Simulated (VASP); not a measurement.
Write the native input for VASP 6.6.1 that does the following.

* Task: single point
* Functional: LDA
* Potentials or basis: VASP PAW LDA potentials, release 64 (Cu_sv_GW)
* Cutoff: 820 eV
* k mesh: 7 × 7 × 7
* Occupations: fermi-dirac, width 0.05 eV
* Spin: no spin polarisation
* Dipole correction: no
* Further INCAR settings: ALGO = Normal; EDIFF = 1e-06; NBANDS = 16

The structure of Cu lies in POSCAR:

```
Cu
1.0
    0.0000000000      1.8075000000      1.8075000000
    1.8075000000      0.0000000000      1.8075000000
    1.8075000000      1.8075000000      0.0000000000
Cu
1
Direct
    0.0000000000      0.0000000000      0.0000000000
```

The input as run:

INCAR

```
PREC = Accurate
ENCUT = 820
EDIFF = 1E-6
ISMEAR = -1
SIGMA = 0.05
LREAL = False
LASPH = True
NELM = 120
ALGO = Normal
ISIF = 2
LWAVE = False
LCHARG = True
LELF = True
LVHAR = True
NBANDS = 16
GGA_COMPAT = False
```

KPOINTS

```
regular mesh
0
Gamma
  7 7 7
```

Potentials or basis: VASP PAW LDA potentials, release 64 (Cu_sv_GW).

The run is started by

```bash
$ cat potpaw_LDA.64/Cu_sv_GW/POTCAR > POTCAR
$ mpirun -np 1 vasp_std > vasp.out
```

It gave:

| Quantity | Value |
| --- | --- |
| Pressure | -13.5 GPa |
| Band gap on the k mesh | zero (an odd number of electrons rules out a gap without spin polarisation) |

Caveat: the k points lie up to 0.43 Å⁻¹ apart, too coarse for converged energies and pressures of a metal.

It took 14 s on 1 thread of AMD EPYC 7R43 64-Core Processor (Zen 3) (shared host), peak memory 0.1 GiB.
